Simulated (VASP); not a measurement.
# C (R-3m) in VASP: notebook

Runs on C. Level: LDA. Tasks: electric field gradients.

Program: VASP 6.6.1. These are calculated values, not measurements. Logs are shortened: lines on timing, memory, paths and dates and some standing lists are left out, and cuts for length are marked.

### Step 1. The cell of the first run

It takes space group R-3m (No. 166, trigonal). Conventional cell: a = 2.509 Å, b = 2.509 Å, c = 6.240 Å, α = 90.00°, β = 90.00°, γ = 120.00°. Within 2.1 Å of C (site symmetry 3m) lie 4 C at 1.54 to 1.56 Å.

### Step 2. Electric field gradients, LDA (equal xy, yz and zx shear strains of +1 %)

Input file INCAR:

```
ALGO = Normal
EDIFF = 1E-8
ENCUT = 520
GGA = CA
GGA_COMPAT = F
ISIF = 2
ISMEAR = -1
LASPH = T
LCHARG = F
LEFG = T
LREAL = F
LWAVE = F
NBANDS = 11
NELM = 120
PREC = Accurate
SIGMA = 0.03
```

Input file KPOINTS:

```
k-points
0
Gamma
  16 16 16
```

Input file POSCAR:

```
C
1.0
    0.0178340000      1.7923170000      1.7923170000
    1.7923170000      0.0178340000      1.7923170000
    1.7923170000      1.7923170000      0.0178340000
C
2
Direct
    0.5000000000      0.5000000000      0.5000000000
    0.7500000000      0.7500000000      0.7500000000
```

Potentials or basis: VASP PAW LDA potentials, release 64 (C).

On the command line:

```bash
$ cat potpaw_LDA.64/C/POTCAR > POTCAR
$ mpirun -np 1 vasp_std > vasp.out
```

OUTCAR:

```text
EDIFF = 1E-8
   ENCUT = 520
   GGA = CA
   ISIF = 2
   ISMEAR = -1
   LASPH = T
   LREAL = F
   NELM = 120
   PREC = Accurate

 ion  position               nearest neighbor table
   1  0.500  0.500  0.500-   2 1.54   2 1.54   2 1.54   2 1.56
   2  0.750  0.750  0.750-   1 1.54   1 1.54   1 1.54   1 1.56

  LATTYP: Found a trigonal (rhomboedric) cell.
 ALAT       =     2.5347817477
 COS(alpha) =     0.5099250056

  Lattice vectors:

 A1 = (   0.0178340000,   1.7923170000,   1.7923170000)
 A2 = (   1.7923170000,   0.0178340000,   1.7923170000)
 A3 = (   1.7923170000,   1.7923170000,   0.0178340000)

Analysis of symmetry for initial positions (statically):
=====================================================================
 Subroutine PRICEL returns:
 Original cell was already a primitive cell.

 Routine SETGRP: Setting up the symmetry group for a
 trigonal (rhombohedral) supercell.

 Subroutine GETGRP returns: Found 12 space group operations
 (whereof  6 operations were pure point group operations)
 out of a pool of 12 trial point group operations.

The static configuration has the point symmetry C_3v.
 The point group associated with its full space group is D_3d.

Analysis of symmetry for dynamics (positions and initial velocities):
=====================================================================
 Subroutine PRICEL returns:
 Original cell was already a primitive cell.

 Routine SETGRP: Setting up the symmetry group for a
 trigonal (rhombohedral) supercell.

 Subroutine GETGRP returns: Found 12 space group operations
 (whereof  6 operations were pure point group operations)
 out of a pool of 12 trial point group operations.

The dynamic configuration has the point symmetry C_3v.
 The point group associated with its full space group is D_3d.

 Subroutine INISYM returns: Found 12 space group operations
 (whereof  6 operations are pure point group operations),
 and found     1 'primitive' translations

----------------------------------------------------------------------------------------

                                     Primitive cell

  volume of cell :      11.3434

[... 133 lines left out ...]
  energy without entropy =      -20.22939942  energy(sigma->0) =      -20.22939942

 E-fermi :  10.2652     XC(G=0): -13.4996

 val. band max:        9.7274853242   @ k =   0.0000   0.0000   0.0000
 cond. band min:      13.8123862156   @ k =   0.3750   0.3750  -0.0000
 fundamental gap:      4.0849008914
 Fermi energy:        10.2651719888

 k-point     1 :       0.0000    0.0000    0.0000
  band No.  band energies     occupation
      1     -11.5959      2.00000
      2       9.7147      2.00000
      3       9.7275      2.00000
      4       9.7275      2.00000
      5      14.9492      0.00000
      6      15.4189      0.00000
      7      15.4189      0.00000
      8      23.3013      0.00000
      9      28.7333      0.00000
     10      36.3586      0.00000
     11      36.3586      0.00000
[... 309 lines left out ...]
 k-point    24 :      -0.0625    0.0625    0.0000
  band No.  band energies     occupation
      1     -11.3046      2.00000
      2       8.3242      2.00000
      3       8.6821      2.00000
      4       9.5416      2.00000
      5      15.3491      0.00000
      6      16.1833      0.00000
      7      16.4040      0.00000
      8      23.4731      0.00000
      9      29.1971      0.00000
     10      32.7272      0.00000
     11      34.1362      0.00000

 [... further k-points ...]

------------------------ aborting loop because EDIFF is reached ----------------------------------------

  FORCE on cell =-STRESS in cart. coord.  units (eV):
  Direction    XX          YY          ZZ          XY          YZ          ZX
  --------------------------------------------------------------------------------------
  -------------------------------------------------------------------------------------
  Total       -0.8139917     -0.8139917     -0.8139917     -0.3917249     -0.3917249     -0.3917249
  in kB     -114.9705889   -114.9705889   -114.9705889    -55.3283845    -55.3283845    -55.3283845
  external PRESSURE =    -114.9705889 kB  Pullay stress =       0.0000000 kB

 VOLUME and BASIS-vectors are now :
 -----------------------------------------------------------------------------
  energy-cutoff  :      520.00
  volume of cell :       11.34
      direct lattice vectors                 reciprocal lattice vectors
     0.017834000  1.792317000  1.792317000    -0.283167124  0.280377300  0.280377300
     1.792317000  0.017834000  1.792317000     0.280377300 -0.283167124  0.280377300
     1.792317000  1.792317000  0.017834000     0.280377300  0.280377300 -0.283167124

 POSITION                                       TOTAL-FORCE (eV/Angst)
 -----------------------------------------------------------------------------------
      1.80123      1.80123      1.80123         0.020384      0.020384      0.020384
      2.70185      2.70185      2.70185        -0.020384     -0.020384     -0.020384
 -----------------------------------------------------------------------------------
    total drift:                                0.000000     -0.000000      0.000000

  FREE ENERGIE OF THE ION-ELECTRON SYSTEM (eV)
  ---------------------------------------------------
  free  energy   TOTEN  =       -20.2293994194 eV

  energy  without entropy=      -20.2293994194  energy(sigma->0) =      -20.22939942

 Electric field gradients (V/A^2)
---------------------------------------------------------------------
 ion       V_xx      V_yy      V_zz      V_xy      V_xz      V_yz
---------------------------------------------------------------------
   1       0.000    -0.000    -0.000     1.104     1.104     1.104
   2      -0.000    -0.000    -0.000     1.104     1.104     1.104
---------------------------------------------------------------------

 Electric field gradients after diagonalization (V/A^2)
 (convention: |V_zz| > |V_xx| > |V_yy|)
----------------------------------------------------------------------
 ion       V_xx      V_yy      V_zz     asymmetry (V_yy - V_xx)/ V_zz
----------------------------------------------------------------------
   1      -1.104    -1.104     2.208       0.000
   2      -1.104    -1.104     2.208       0.000
----------------------------------------------------------------------

           NMR quadrupolar parameters

 Cq : quadrupolar parameter    Cq=e*Q*V_zz/h
 eta: asymmetry parameters     (V_yy - V_xx)/ V_zz
 Q  : nuclear electric quadrupole moment in mb (millibarn)
----------------------------------------------------------------------
 ion       Cq(MHz)       eta       Q (mb)
----------------------------------------------------------------------
   1       0.005       0.000       1.000
   2       0.005       0.000       1.000
----------------------------------------------------------------------
```

Run time: 38 s. Hardware: 1 thread of Intel Xeon Platinum 8259CL at 2.50GHz (Skylake/Cascade Lake), shared host; peak memory 0.14 GiB.

Results:

```yaml
Free_energy: -20.2294 eV
Pressure: -11.5 GPa
Largest_force: 0.035 eV/Å
Band_gap_on_the_k_mesh: 4.08 eV (least direct gap 5.22 eV)
Largest_electric_field_gradient_by_atom: C +2.2 V/Å²
```

Forces on the atoms (eV/Å):
```
C    0.020  0.020  0.020
C   -0.020 -0.020 -0.020
```

Electric field gradients, principal values (V/Å²):
```csv
atom,least,middle,greatest (by size)
1 C,-1.104,-1.104,2.208
2 C,-1.104,-1.104,2.208
```

Caveat: the cell differs from its parent crystal (equal xy, yz and zx shear strains of +1 %); the cell stands under tension; without QUAD_EFG the Cq values of the log hold for a quadrupole moment of 1 mb, not for the nuclei.

### Step 3. Electric field gradients, LDA (equal xy, yz and zx shear strains of +1 %)

Input file INCAR:

```
SYSTEM = C
ALGO = Normal
EDIFF = 1E-8
ENCUT = 520
GGA_COMPAT = .FALSE.
ISIF = 2
ISMEAR = -1
LASPH = .TRUE.
LCHARG = .FALSE.
LEFG = .TRUE.
LREAL = .FALSE.
LWAVE = .FALSE.
NBANDS = 11
NELM = 120
PREC = Accurate
SIGMA = 0.03
```

Input file KPOINTS:

```
k-points
0
G
  16 16 16
  0 0 0
```

POSCAR is that of step 2.

Potentials or basis: VASP PAW LDA potentials, release 64 (C).

On the command line:

```bash
$ cat potpaw_LDA.64/C/POTCAR > POTCAR
$ mpirun -np 1 vasp_std > vasp.out
```

OUTCAR:

```text
SYSTEM = C
   EDIFF = 1E-8
   ENCUT = 520
   ISIF = 2
   ISMEAR = -1
   LASPH = .TRUE.
   LREAL = .FALSE.
   NELM = 120
   PREC = Accurate

 ion  position               nearest neighbor table
   1  0.500  0.500  0.500-   2 1.54   2 1.54   2 1.54   2 1.56
   2  0.750  0.750  0.750-   1 1.54   1 1.54   1 1.54   1 1.56

  LATTYP: Found a trigonal (rhomboedric) cell.
 ALAT       =     2.5347817477
 COS(alpha) =     0.5099250056

  Lattice vectors:

 A1 = (   0.0178340000,   1.7923170000,   1.7923170000)
 A2 = (   1.7923170000,   0.0178340000,   1.7923170000)
 A3 = (   1.7923170000,   1.7923170000,   0.0178340000)

Analysis of symmetry for initial positions (statically):
=====================================================================
 Subroutine PRICEL returns:
 Original cell was already a primitive cell.

 Routine SETGRP: Setting up the symmetry group for a
 trigonal (rhombohedral) supercell.

 Subroutine GETGRP returns: Found 12 space group operations
[... 525 lines left out ...]
      direct lattice vectors                 reciprocal lattice vectors
     0.017834000  1.792317000  1.792317000    -0.283167124  0.280377300  0.280377300
     1.792317000  0.017834000  1.792317000     0.280377300 -0.283167124  0.280377300
     1.792317000  1.792317000  0.017834000     0.280377300  0.280377300 -0.283167124

 POSITION                                       TOTAL-FORCE (eV/Angst)
 -----------------------------------------------------------------------------------
      1.80123      1.80123      1.80123         0.020384      0.020384      0.020384
      2.70185      2.70185      2.70185        -0.020384     -0.020384     -0.020384
 -----------------------------------------------------------------------------------
    total drift:                                0.000000     -0.000000      0.000000

  FREE ENERGIE OF THE ION-ELECTRON SYSTEM (eV)
  ---------------------------------------------------
  free  energy   TOTEN  =       -20.2293994194 eV

  energy  without entropy=      -20.2293994194  energy(sigma->0) =      -20.22939942

 Electric field gradients (V/A^2)
---------------------------------------------------------------------
 ion       V_xx      V_yy      V_zz      V_xy      V_xz      V_yz
---------------------------------------------------------------------
   1       0.000    -0.000    -0.000     1.104     1.104     1.104
   2      -0.000    -0.000    -0.000     1.104     1.104     1.104
---------------------------------------------------------------------

 Electric field gradients after diagonalization (V/A^2)
 (convention: |V_zz| > |V_xx| > |V_yy|)
----------------------------------------------------------------------
 ion       V_xx      V_yy      V_zz     asymmetry (V_yy - V_xx)/ V_zz
----------------------------------------------------------------------
   1      -1.104    -1.104     2.208       0.000
   2      -1.104    -1.104     2.208       0.000
----------------------------------------------------------------------

           NMR quadrupolar parameters

 Cq : quadrupolar parameter    Cq=e*Q*V_zz/h
 eta: asymmetry parameters     (V_yy - V_xx)/ V_zz
 Q  : nuclear electric quadrupole moment in mb (millibarn)
----------------------------------------------------------------------
 ion       Cq(MHz)       eta       Q (mb)
----------------------------------------------------------------------
   1       0.005       0.000       1.000
   2       0.005       0.000       1.000
----------------------------------------------------------------------
```

stdout:

```text
POSCAR found type information on POSCAR C
 POSCAR found :  1 types and       2 ions
 scaLAPACK will be used
 LDA part: xc-table for (Slater(with rela. corr.)+CA(PZ))
 , standard interpolation
 POSCAR, INCAR and KPOINTS ok, starting setup
 FFT: planning ... GRIDC
 FFT: planning ... GRID_SOFT
 FFT: planning ... GRID
 WAVECAR not read
 entering main loop
ion   1

ion   2
```

It took 38 s on 1 thread of Intel Xeon Platinum 8259CL at 2.50GHz (Skylake/Cascade Lake), shared host; peak memory 0.14 GiB.

What came out:

```yaml
Free_energy: -20.2294 eV
Pressure: -11.5 GPa
Largest_force: 0.035 eV/Å
Band_gap_on_the_k_mesh: 4.08 eV (least direct gap 5.22 eV)
Largest_electric_field_gradient_by_atom: C +2.2 V/Å²
```

Forces on the atoms (eV/Å):
```
C    0.020  0.020  0.020
C   -0.020 -0.020 -0.020
```

Stress tensor (GPa, compression positive):
```
-11.50  -5.53  -5.53
 -5.53 -11.50  -5.53
 -5.53  -5.53 -11.50
```

Levels at points of the mesh, in eV from the valence-band top:
| k point | band 2 | band 3 | band 4 | band 5 | band 6 | band 7 |
| --- | --- | --- | --- | --- | --- | --- |
| (0.00, 0.00, 0.00) | -0.01 | 0.00 | 0.00 | 5.22 | 5.69 | 5.69 |
| (0.50, 0.00, 0.00) | -13.37 | -2.86 | -2.81 | 8.13 | 8.51 | 8.95 |
| (0.50, 0.50, 0.00) | -12.56 | -6.39 | -6.19 | 4.51 | 4.90 | 16.61 |
| (0.50, 0.50, 0.50) | -13.35 | -2.66 | -2.66 | 8.47 | 8.47 | 9.35 |

Electric field gradients, principal values (V/Å²):
| atom | least | middle | greatest (by size) |
| --- | --- | --- | --- |
| 1 C | -1.104 | -1.104 | 2.208 |
| 2 C | -1.104 | -1.104 | 2.208 |

Caveat: the cell differs from its parent crystal (equal xy, yz and zx shear strains of +1 %); the cell stands under tension; without QUAD_EFG the Cq values of the log hold for a quadrupole moment of 1 mb, not for the nuclei.
